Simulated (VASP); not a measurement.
Set up this calculation in VASP 6.6.1, as the native input.

```yaml
Task: single point
Functional: PBEsol
Potentials_or_basis: VASP PAW PBE potentials, release 64 (Mg, O)
Cutoff: 520 eV
k_mesh: 10 × 10 × 10
Occupations: gaussian, width 0.05 eV
Spin: no spin polarisation
Dipole_correction: no
Further_INCAR_settings: ALGO = Normal; EDIFF = 1e-06; NBANDS = 11
```

The structure of MgO lies in POSCAR:

```
MgO
1.0
   -0.4627172392      1.9306477911      1.9306477911
    1.9306477911     -0.4627172392      1.9306477911
    1.9306477911      1.9306477911     -0.4627172392
Mg O
1 1
Direct
    0.0000000000      0.0000000000      0.0000000000
    0.5000000000      0.5000000000      0.5000000000
```

This cell differs from its parent crystal: ratio of the length along [111] to the lengths across it x 0.71, volume and fractional coordinates fixed.

One way to write it, as run:

INCAR

```
PREC = Accurate ; ENCUT = 520
EDIFF = 1E-6 ; ISMEAR = 0
SIGMA = 0.05 ; LREAL = False
LASPH = True ; NELM = 80
ALGO = Normal ; ISIF = 2
LWAVE = False ; LCHARG = False
GGA = PS ; NBANDS = 11
```

KPOINTS

```
regular mesh
0
Gamma
  10 10 10
```

Potentials or basis: VASP PAW PBE potentials, release 64 (Mg, O).

Launch:

```console
$ cat potpaw_PBE.64/Mg/POTCAR potpaw_PBE.64/O/POTCAR > POTCAR
$ mpirun -np 1 vasp_std > vasp.out
```

It gave:

```
Pressure               : -6.4 GPa
Band gap on the k mesh : 2.57 eV, direct
```

Caveat: the PAW data sets were made with another functional, which shifts forces and pressure a little.

Run time: 17 s on 1 thread of Intel(R) Xeon(R) Platinum 8259CL CPU @ 2.50GHz (Skylake/Cascade Lake), with other jobs on the host, peak memory 0.15 GiB.
